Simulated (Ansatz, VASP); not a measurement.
# One calculation of Al, two programs

File INCAR:

```
SYSTEM = Al
PREC = Accurate ; ENCUT = 520
EDIFF = 1E-7 ; ISMEAR = 0
SIGMA = 0.1 ; LREAL = .FALSE.
LASPH = .TRUE. ; NELM = 80
ALGO = Fast ; ISIF = 2
LWAVE = .FALSE. ; LCHARG = .FALSE.
LDIPOL = .TRUE. ; IDIPOL = 3
DIPOL = 0.5 0.5 0.500 ; GGA = PS
NBANDS = 18
```

KPOINTS

```
regular mesh
0
G
  12 12 1
  0 0 0
```

POSCAR

```
Al
1.0
    2.8394270062      0.0000000000      0.0000000000
    0.0000000000      2.8394270062      0.0000000000
    0.0000000000      0.0000000000     25.0388904539
Al
6
Direct
    0.5000000000      0.5000000000      0.2995340394
    0.0000000000      0.0000000000      0.3797204236
    0.5000000000      0.5000000000      0.4599068079
    0.0000000000      0.0000000000      0.5400931921
    0.5000000000      0.5000000000      0.6202795764
    0.0000000000      0.0000000000      0.7004659606
```

Input for Ansatz:

```yaml
crystal:
  lattice:
    - [2.8394270062, 0.0, 0.0]
    - [0.0, 2.8394270062, 0.0]
    - [0.0, 0.0, 25.0388904539]
  atoms:
    - { symbol: Al, position: [0.5, 0.5, 0.2995340394] }
    - { symbol: Al, position: [0.0, 0.0, 0.3797204236] }
    - { symbol: Al, position: [0.5, 0.5, 0.4599068079] }
    - { symbol: Al, position: [0.0, 0.0, 0.5400931921] }
    - { symbol: Al, position: [0.5, 0.5, 0.6202795764] }
    - { symbol: Al, position: [0.0, 0.0, 0.7004659606] }
basis:
  ecutwfc: 420
kpoints:
  mp_grid: { grid: [12, 12, 1] }
hamiltonian:
  xc: pbesol
scf:
  occupations: { method: gaussian, width: 0.1 }
output:
  forces: true
  stress: true
  eigenvalues: true
efield:
  axis: 3
  dipole_correction: true
  ramp_width: 0.04
```

Alike in both runs: task single point; functional PBEsol; k mesh 12 × 12 × 1; occupations gaussian, width 0.1 eV; no spin polarisation.

```csv
,VASP,Ansatz
version,VASP 6.6.1,Ansatz 0.2.0
potentials or method,"VASP PAW PBE potentials, release 64 (Al), cutoff 520 eV","scalar-relativistic, plane waves, PAW"
valence electrons in the cell,18,18
```

Ansatz gave:

| Property | Result |
| --- | --- |
| gap on the k mesh at the Fermi level (eV) | none |
| rms of the force components (eV/Å) | 0.022 |

Question: What did VASP give for the same quantities?

Answer: gap on the k mesh at the Fermi level (eV): none; rms of the force components (eV/Å): 0.021.

VASP's potentials were made for PBE, not for PBEsol. Atom by atom the forces differ by 0.001 eV/Å (rms over components). A gap of «none» marks a metal or a gap that the smearing closes.
